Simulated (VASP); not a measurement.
ZnSe:

```
CELL_PARAMETERS angstrom
0.00000 2.83242 2.83242
2.83242 0.00000 2.83242
2.83242 2.83242 0.00000
ATOMIC_POSITIONS crystal
Zn 0.00000 0.00000 0.00000
Se 0.25000 0.25000 0.25000
```

Base run:

```yaml
Program: VASP 6.6.1
Functional: r2SCAN
Potentials_or_basis: VASP PAW PBE potentials, release 64 (Zn, Se)
Cutoff: 520 eV
k_mesh: 6 × 6 × 6
Occupations: gaussian, width 0.01 eV
Spin: no spin polarisation
```

Its results: band gap on the k mesh 1.87 eV, direct; pressure 0.1 GPa.

Question: The run is repeated on the same cell with these changes: functional from r2SCAN to HSE06; k mesh from 6 × 6 × 6 to 4 × 4 × 4. What comes out?

Answer: Band gap on the k mesh 2.43 eV, direct; pressure 1.5 GPa.

Several settings changed at once, so the effect can't be laid on one alone.

Caveats: some runs use coarse meshes; the PAW data sets were made with another functional, which shifts forces and pressure a little.

